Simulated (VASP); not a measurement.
As, 1 atom in the cell. The structure is tetragonal, space group P4/mmm (No. 123). The conventional cell has a = 2.677 Å, b = 2.677 Å, c = 2.758 Å, α = 90.00°, β = 90.00°, γ = 90.00°. Within 3.5 Å of As (site symmetry 4/mmm) lie 6 As at 2.68 to 2.76 Å. 

* Program: VASP 6.6.1
* Task: single point
* Functional: PBE
* Potentials or basis: VASP PAW PBE potentials, release 64 (As)
* Cutoff: 500 eV
* k mesh: 15 × 15 × 15
* Occupations: fermi-dirac, width 0.02 eV
* Spin: no spin polarisation
* Dipole correction: no
* Further INCAR settings: ALGO = Normal; EDIFF = 1e-06; NBANDS = 8

Potentials or basis: VASP PAW PBE potentials, release 64 (As).

The run is started by

```bash
$ cat potpaw_PBE.64/As/POTCAR > POTCAR
$ mpirun -np 1 vasp_std > vasp.out
```

Hardware: 1 thread of AMD EPYC 7R43 64-Core Processor (Zen 3) (shared host).

Problem. How long does it take, and how much memory?

Solution. It took 21 s on 1 thread of AMD EPYC 7R43 64-Core Processor (Zen 3), with other jobs on the host, peak memory 0.12 GiB. Counts: scf iterations 10, k points 288.
